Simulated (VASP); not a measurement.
TaPb, 2 atoms in the cell. The structure is tetragonal, space group P4/mmm (No. 123). The conventional cell has a = 3.361 Å, b = 3.361 Å, c = 4.405 Å, α = 90.00°, β = 90.00°, γ = 90.00°. Within 4.3 Å of Ta (site symmetry 4/mmm) lie 8 Pb at 3.24 Å and 4 Ta at 3.36 Å. Pb (site symmetry 4/mmm) has 8 Ta at 3.24 Å and 4 Pb at 3.36 Å within 4.3 Å. 

```yaml
Program: VASP 6.6.1
Task: single point
Functional: PBE
Potentials_or_basis: VASP PAW PBE potentials, release 64 (Ta_pv, Pb_d)
Cutoff: 520 eV
k_mesh: 6 × 6 × 4
Occupations: gaussian, width 0.1 eV
Spin: no spin polarisation
Dipole_correction: no
Further_INCAR_settings: ALGO = Fast; EDIFF = 1e-07; NBANDS = 20
```

Potentials or basis: VASP PAW PBE potentials, release 64 (Ta_pv, Pb_d).

The run is started by

```sh
$ cat potpaw_PBE.64/Ta_pv/POTCAR potpaw_PBE.64/Pb_d/POTCAR > POTCAR
$ mpirun -np 1 vasp_std > vasp.out
```

Hardware: 1 thread of Intel(R) Xeon(R) 6975P-C (Granite Rapids), on a shared host.

Question: Estimate the wall time of this run.

Answer: Run time: 17 s on 1 thread of Intel(R) Xeon(R) 6975P-C (Granite Rapids), with other jobs on the host, peak memory 0.18 GiB. Counts: scf iterations 17, k points 30.
